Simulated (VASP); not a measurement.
A run of VASP 6.6.1 is set up as follows.

POSCAR

```
BaTiO3
1.0
    2.8399983144      1.6396737913      2.3313532688
   -2.8399983144      1.6396737913      2.3313532688
    0.0000000000     -3.2793475827      2.3313532687
Ba Ti O
1 1 3
Direct
   -0.0032057798     -0.0032057798     -0.0032057798
    0.4833346617      0.4833346617      0.4833346617
    0.5098255445      0.5098255445      0.0194200292
    0.0194200292      0.5098255445      0.5098255445
    0.5098255445      0.0194200292      0.5098255445
```

The input INCAR.step1:

```
SYSTEM = BaTiO3
ALGO     = Normal         ! electronic algorithm
EDIFF    = 1E-5           ! SCF threshold, eV
ENCUT    = 580            ! plane-wave cutoff, eV
GGA      = PE             ! functional
GGA_COMPAT= .FALSE.      
ISIF     = 2              ! what is computed and relaxed
ISMEAR   = 0              ! smearing method
KPAR     = 4            
LASPH    = .TRUE.         ! aspherical terms in the spheres
LCHARG   = .FALSE.        ! write CHGCAR
LREAL    = .FALSE.        ! projectors in reciprocal space
LWAVE    = .TRUE.         ! write WAVECAR
NBANDS   = 28             ! bands
NELM     = 120            ! most SCF steps
PREC     = Accurate       ! precision mode
SIGMA    = 0.01           ! smearing width, eV
```

Contents of INCAR.step2:

```
SYSTEM = BaTiO3
AEXX     = 0.1            ! exact-exchange fraction
ALGO     = Normal         ! electronic algorithm
EDIFF    = 1E-6           ! SCF threshold, eV
ENCUT    = 580            ! plane-wave cutoff, eV
GGA_COMPAT= .FALSE.      
ISIF     = 2              ! what is computed and relaxed
ISMEAR   = 0              ! smearing method
ISTART   = 1            
KPAR     = 4            
LASPH    = .TRUE.         ! aspherical terms in the spheres
LCHARG   = .FALSE.        ! write CHGCAR
LHFCALC  = .TRUE.         ! exact exchange
LMIXTAU  = .TRUE.       
LREAL    = .FALSE.        ! projectors in reciprocal space
LWAVE    = .FALSE.        ! write WAVECAR
METAGGA  = R2SCAN         ! meta-GGA
NBANDS   = 28             ! bands
NELM     = 120            ! most SCF steps
PREC     = Accurate       ! precision mode
PRECFOCK = Normal       
SIGMA    = 0.01           ! smearing width, eV
```

The input KPOINTS:

```
k-points
0
G
  4 4 4
  0 0 0
```

Potentials or basis: VASP PAW PBE potentials, release 64 (Ba_sv, Ti_sv, O).

Run with:

```sh
$ cat potpaw_PBE.64/Ba_sv/POTCAR potpaw_PBE.64/Ti_sv/POTCAR potpaw_PBE.64/O/POTCAR > POTCAR
$ cp INCAR.step1 INCAR
$ mpirun -np 4 vasp_std > vasp.out
$ cp INCAR.step2 INCAR
$ mpirun -np 4 vasp_std > vasp.out
```

(1) Predict the largest force.

(2) Estimate the pressure.

Answers

(1) 0.026 eV/Å.

(2) 0.2 GPa.

Caveat: the PAW data sets were made with another functional, which shifts forces and pressure a little.
